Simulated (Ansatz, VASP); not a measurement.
**Two plane-wave programs on NaF**

```
Na F
1.0
     0.00000    2.51481    2.56164
     2.51481    0.00000    2.56164
     2.51481    2.51481    0.00000
Na F
1 1
Direct
  0.00000 0.00000 0.00000
  0.25000 0.25000 0.25000
```

Change from the starting cell: epitaxial_xy strain -0.7%.

Alike in both runs: task single point; functional r2SCAN; k mesh 8 × 8 × 8; no spin polarisation.

|  | VASP | Ansatz |
| --- | --- | --- |
| version | VASP 6.6.1 | Ansatz 0.2.0 |
| potentials or method | VASP PAW PBE potentials, release 64 (Na_pv, F) | plane waves, PAW |
| plane-wave cutoff (eV) | 520 | 500 |
| occupations | gaussian, width 0.01 eV | fixed |
| valence electrons in the cell | 14 | 16 |

|  | VASP | Ansatz | Ansatz less VASP |
| --- | --- | --- | --- |
| gap on the k mesh at the Fermi level (eV) | 6.27 | 6.25 | -0.016 |
| pressure (GPa) | -0.3 | 0.1 | +0.39 |
| traceless stress, the component that is largest in VASP (GPa) | -0.07 | -0.05 | +0.014 |

VASP's potentials were made for PBE, not for r2SCAN. VASP's potentials hold 14 valence electrons a cell and Ansatz's 16, so a difference there can come from the potentials and not from the codes.
